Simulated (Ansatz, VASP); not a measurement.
# One calculation of KTaO3, two programs

Contents of INCAR:

```
SYSTEM = KTaO3
PREC = Accurate
ENCUT = 520
EDIFF = 1E-6
ISMEAR = -1
SIGMA = 0.05
LREAL = .FALSE.
LASPH = .TRUE.
NELM = 60
ALGO = Normal
ISIF = 2
LWAVE = .FALSE.
LCHARG = .FALSE.
GGA = PS
NBANDS = 27
```

The input KPOINTS:

```
regular mesh
0
G
  7 7 7
  0 0 0
```

POSCAR

```
KTaO3
1.0
    3.9615320794      0.0000000000      0.0000000000
    0.0000000000      3.9615320794      0.0000000000
    0.0000000000      0.0000000000      3.9615320794
Ta K O
1 1 3
Direct
    0.0000000000      0.0000000000      0.0000000000
    0.5000000000      0.5000000000      0.5000000000
    0.0000000000      0.0000000000      0.5000000000
    0.0000000000      0.5000000000      0.0000000000
    0.5000000000      0.0000000000      0.0000000000
```

Contents of input.yaml:

```yaml
crystal:
  lattice:
    - [3.9615320794, 0.0, 0.0]
    - [0.0, 3.9615320794, 0.0]
    - [0.0, 0.0, 3.9615320794]
  atoms:
    - { symbol: Ta, position: [0.0, 0.0, 0.0] }
    - { symbol: K, position: [0.5, 0.5, 0.5] }
    - { symbol: O, position: [0.0, 0.0, 0.5] }
    - { symbol: O, position: [0.0, 0.5, 0.0] }
    - { symbol: O, position: [0.5, 0.0, 0.0] }
kpoints:
  mp_grid: { grid: [7, 7, 7] }
scf:
  occupations: { method: fermi_dirac, width: 0.05 }
hamiltonian:
  xc: pbesol
  pseudopotentials: { kind: all_electron, lapw: { basis_error: 0.001 } }
output:
  forces: true
  stress: true
  eigenvalues: true
```

Change from the starting cell: volume scaled by 0.98.

Alike in both runs: task single point; functional PBEsol; k mesh 7 × 7 × 7; occupations fermi-dirac, width 0.05 eV; no spin polarisation.

```csv
,VASP,Ansatz
version,VASP 6.6.1,Ansatz 0.2.0
potentials or method,"VASP PAW PBE potentials, release 64 (Ta_pv, K_sv, O), cutoff 520 eV","all-electron LAPW, scalar-relativistic"
```

Ansatz gave:

```
gap on the k mesh at the Fermi level (eV) : 2.24
least direct gap on the mesh (eV)         : 2.77
pressure (GPa)                            : 3.8
```

Task: Estimate VASP's values.

Result: gap on the k mesh at the Fermi level (eV): 2.19; least direct gap on the mesh (eV): 2.74; pressure (GPa): 4.6.

VASP's potentials were made for PBE, not for PBEsol. Ansatz ran all-electron here, and VASP with PAW potentials.

Neither program's run includes spin-orbit coupling.
